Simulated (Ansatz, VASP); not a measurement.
## Two plane-wave programs on MgCd3Te4

```xyz
8
Lattice="6.5991 0.0013 0.0129 0.0014 6.6104 0.0023 -3.2879 -3.3038 6.5500" Properties=species:S:1:pos:R:3 pbc="T T T"
Mg    0.0073    0.0029   -0.0021
Cd   -0.0012    3.2976    3.2782
Cd    3.3096    3.3077    0.0114
Cd    3.2937   -0.0048    3.2835
Te    1.6312    4.9748    1.6247
Te    1.6824    1.6807    4.9415
Te    4.9709    1.6307    1.6328
Te   -1.6556   -1.6599    4.9333
```

Change from the starting cell: cell x1, atoms moved at random (sigma 0.05 Å) and cell strained at random (1.5 %), then relaxed without symmetry.

Alike in both runs: functional PBE; k mesh 2 × 2 × 2; occupations gaussian, width 0.1 eV; no spin polarisation.

Ansatz relaxed the structure, and its values are those at the end. VASP's run is a single point on that final structure, the one shown.

```csv
,VASP,Ansatz
version,VASP 6.6.1,Ansatz 0.2.0
potentials or method,"VASP PAW PBE potentials, release 64 (Mg, Cd, Te), cutoff 520 eV","scalar-relativistic, plane waves, PAW"
valence electrons in the cell,62,134
```

VASP gave:

| Item | Value |
| --- | --- |
| gap on the k mesh at the Fermi level (eV) | 0.99 |
| least direct gap on the mesh (eV) | 0.99 |
| pressure (GPa) | 0.1 |
| rms of the force components (eV/Å) | 0.010 |

Question: Estimate Ansatz's values.

Answer: gap on the k mesh at the Fermi level (eV): 1.00; least direct gap on the mesh (eV): 1.00; pressure (GPa): 0.0; rms of the force components (eV/Å): 0.007.

VASP's potentials hold 62 valence electrons a cell and Ansatz's 134, so a difference there can come from the potentials and not from the codes.

The k mesh is coarse, so the values compare programs but aren't converged. Spin-orbit coupling is off throughout.
